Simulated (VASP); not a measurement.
Write the native input for VASP 6.6.1 that does the following.

* Task: relaxation of cell and atoms
* Functional: PBE
* Potentials or basis: VASP PAW PBE potentials, release 64 (Mg, Be)
* Cutoff: 600 eV
* k mesh: 16 × 16 × 16
* Occupations: gaussian, width 0.1 eV
* Spin: no spin polarisation
* Dipole correction: no
* Further INCAR settings: ALGO = Fast; EDIFF = 1e-06; IBRION = 2; EDIFFG = -0.01; NSW = 100; ISIF = 3

The structure of Mg2Be lies in POSCAR:

```
Mg2Be
1.0
   -1.7683854491      2.3312654978      3.4981252635
    1.7683854491     -2.3312654978      3.4981252635
    1.7683854491      2.3312654978     -3.4981252635
Mg Be
2 1
Direct
    0.2124164296      0.2124164296      0.0000000000
    0.7875835704      0.7875835704      0.0000000000
    0.5000000000      0.0000000000      0.5000000000
```

These files were run (other wordings do the same):

INCAR

```
  PREC = Accurate
  ENCUT = 600
  EDIFF = 1E-6
  ISMEAR = 0
  SIGMA = 0.1
  LREAL = False
  LASPH = True
  NELM = 100
  ALGO = Fast
  ISIF = 3
  LWAVE = False
  LCHARG = False
  GGA = PE
  IBRION = 2
  NSW = 100
  EDIFFG = -0.01
```

KPOINTS

```
regular mesh
0
Gamma
  16 16 16
```

Potentials or basis: VASP PAW PBE potentials, release 64 (Mg, Be).

Launch:

```bash
$ cat potpaw_PBE.64/Mg/POTCAR potpaw_PBE.64/Be/POTCAR > POTCAR
$ mpirun -np 1 vasp_std > vasp.out
```

Results of the run:

| Quantity | Value |
| --- | --- |
| Relaxed volume | 18.60 Å³/atom |
| Relaxed cell | a = 4.665 Å, b = 4.665 Å, c = 4.665 Å, α = 139.89°, β = 119.17°, γ = 75.39° |
| Space group after relaxing (to 0.1 Å) | Immm (No. 71) |
| Energy gained by relaxing | 16.2 meV/atom |
| Ionic steps | 20 |
| Pressure after relaxing | 0.0 GPa |
| Largest force after relaxing | 0.008 eV/Å |
| Band gap on the k mesh | zero (bands 3 and 4 overlap by 2.74 eV) |

Wall time 16 min on 1 thread of Intel(R) Xeon(R) 6975P-C (Granite Rapids) (shared host), peak memory 0.57 GiB.
